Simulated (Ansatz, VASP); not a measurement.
## Two plane-wave programs on ZrB

Contents of INCAR:

```
PREC = Accurate
ENCUT = 520
EDIFF = 1E-6
ISMEAR = 0
SIGMA = 0.15
LREAL = False
LASPH = True
NELM = 80
ALGO = Normal
ISIF = 2
LWAVE = False
LCHARG = True
GGA = PS
LELF = True
LVHAR = True
NBANDS = 14
```

Contents of KPOINTS:

```
regular mesh
0
Gamma
  18 18 18
```

POSCAR

```
ZrB
1.0
    0.0000000000      2.3250000000      2.3947500000
    2.3250000000      0.0000000000      2.3947500000
    2.3250000000      2.3250000000      0.0000000000
Zr B
1 1
Direct
    0.0000000000      0.0000000000      0.0000000000
    0.5000000000      0.5000000000      0.5000000000
```

Input for Ansatz:

```yaml
crystal:
  lattice:
    - [0.0, 2.325, 2.39475]
    - [2.325, 0.0, 2.39475]
    - [2.325, 2.325, 0.0]
  atoms:
    - { symbol: Zr, position: [0.0, 0.0, 0.0] }
    - { symbol: B, position: [0.5, 0.5, 0.5] }
basis:
  ecutwfc: 420
kpoints:
  mp_grid: { grid: [18, 18, 18] }
hamiltonian:
  xc: pbesol
scf:
  occupations: { method: gaussian, width: 0.15 }
output:
  forces: true
  stress: true
  eigenvalues: true
```

Change from the starting cell: strain +0.000 along x and y, +0.030 along z, atoms carried along.

Alike in both runs: task single point; functional PBEsol; k mesh 18 × 18 × 18; occupations gaussian, width 0.15 eV; no spin polarisation.

|  | VASP | Ansatz |
| --- | --- | --- |
| version | VASP 6.6.1 | Ansatz 0.2.0 |
| potentials or method | VASP PAW PBE potentials, release 64 (Zr_sv, B), cutoff 520 eV | scalar-relativistic, plane waves, PAW |
| valence electrons in the cell | 15 | 15 |

Ansatz gave:

- gap on the k mesh at the Fermi level (eV): none
- pressure (GPa): 21.9
- traceless stress, the component that is largest in VASP (GPa): -8.75

Estimate VASP's values.

gap on the k mesh at the Fermi level (eV): none; pressure (GPa): 22.2; traceless stress, the component that is largest in VASP (GPa): -8.78.

VASP's potentials were made for PBE, not for PBEsol. A gap of «none» marks a metal or a gap that the smearing closes.
